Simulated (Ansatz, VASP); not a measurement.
GaAs in VASP and in Ansatz

POSCAR

```
GaAs
1.0
    0.0000000000      2.8726923284      2.8726923284
    2.8726923284      0.0000000000      2.8726923284
    2.8726923284      2.8726923284      0.0000000000
Ga As
1 1
Direct
    0.0000000000      0.0000000000      0.0000000000
    0.2500000000      0.2500000000      0.2500000000
```

Contents of INCAR.step1:

```
PREC = Accurate
ENCUT = 520
ISMEAR = 0
SIGMA = 0.02
LREAL = F
LASPH = T
NELM = 60
NBANDS = 16
GGA = PE
ALGO = Normal
EDIFF = 1E-4
LWAVE = T
LCHARG = F
```

The input INCAR.step2:

```
PREC = Accurate
ENCUT = 520
EDIFF = 1E-6
ISMEAR = 0
SIGMA = 0.02
LREAL = F
LASPH = T
NELM = 60
ALGO = Normal
ISIF = 2
LWAVE = F
LCHARG = F
METAGGA = R2SCAN
LMIXTAU = T
NBANDS = 16
ISTART = 1
```

KPOINTS

```
regular mesh
0
Gamma
  12 12 12
```

Input for Ansatz:

```yaml
crystal:
  lattice:
    - [0.0, 2.8726923284, 2.8726923284]
    - [2.8726923284, 0.0, 2.8726923284]
    - [2.8726923284, 2.8726923284, 0.0]
  atoms:
    - { symbol: Ga, position: [0.0, 0.0, 0.0] }
    - { symbol: As, position: [0.25, 0.25, 0.25] }
basis:
  ecutwfc: 500
kpoints:
  mp_grid: { grid: [12, 12, 12] }
  band_path:
    path:
      - [[0.0, 0.0, 0.0], [-0.5, -0.5, 0.0], [-0.375, -0.375, 0.25]]
      - [[-0.375, 0.0, 0.375], [0.0, 0.0, 0.0], [0.0, 0.0, 0.5], [-0.5, -0.25, 0.25], [-0.5, -0.5, 0.0]]
    npoints: 14
hamiltonian:
  xc: r2scan
scf:
  occupations: { method: gaussian, width: 0.02 }
  n_extra_bands: 6
output:
  forces: true
  stress: true
  eigenvalues: true
  populations: true
  dos: { projected: true, de: 0.02, nscf_kmesh: { grid: [15, 15, 15] } }
  bader: true
  write_density: true
  write_potential: true
  elf: true
  volumetric_format: npy
```

Alike in both runs: task single point; functional r2SCAN; k mesh 12 × 12 × 12; occupations gaussian, width 0.02 eV; no spin polarisation.

```csv
,VASP,Ansatz
version,VASP 6.6.1,Ansatz 0.2.0
potentials or method,"VASP PAW PBE potentials, release 64 (Ga_d, As), cutoff 520 eV","scalar-relativistic, plane waves, PAW"
valence electrons in the cell,18,28
```

|  | VASP | Ansatz | Ansatz less VASP |
| --- | --- | --- | --- |
| gap on the k mesh at the Fermi level (eV) | 0.61 | 0.63 | +0.019 |
| least direct gap on the mesh (eV) | 0.61 | 0.63 | +0.019 |
| pressure (GPa) | -2.6 | -2.7 | -0.08 |

VASP's potentials were made for PBE, not for r2SCAN. VASP's potentials hold 18 valence electrons a cell and Ansatz's 28, so a difference there can come from the potentials and not from the codes.
